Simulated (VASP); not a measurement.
Runs of VASP 6.6.1 on Si. The structure is that of space group Fm-3m (No. 225), or close to it. The cells are those of the table. 

```csv
task,cell,cutoff (eV),gap on the mesh (eV),pressure (GPa)
relaxation of cell and atoms,"relaxed to 5 GPa from a = 2.362 Å, angles 60.0°, 1 atom",600,none,4.8
single point,"a = 2.562 Å, angles 60.0°, 1 atom",520,none,20.1
single point,"a = 2.620 Å, angles 60.0°, 1 atom",520,none,10.1
relaxation of cell and atoms,"relaxed to 10 GPa from a = 2.362 Å, angles 60.0°, 1 atom",600,none,10.1
single point,"a = 2.700 Å, angles 60.0°, 1 atom",520,none,(a)
relaxation of cell and atoms,"relaxed from a = 2.362 Å, angles 60.0°, 1 atom",600,none,-0.2
relaxation of cell and atoms,"relaxed to 20 GPa from a = 2.362 Å, angles 60.0°, 1 atom",600,none,19.7
single point,"a = 2.655 Å, angles 60.0°, 1 atom",520,none,5.1
```

Alike in all rows: level LDA; potentials or basis VASP PAW LDA potentials, release 64 (Si); no spin polarisation; k mesh 17 × 17 × 17; smearing fermi-dirac 0.05 eV.

Problem. Estimate the missing entries.

Solution. (a) 0.1.

Caveats: the cell is relaxed towards a set pressure, so the enthalpy falls and the energy may rise (some runs).

A gap of «none» marks levels without a gap at the run's occupations.
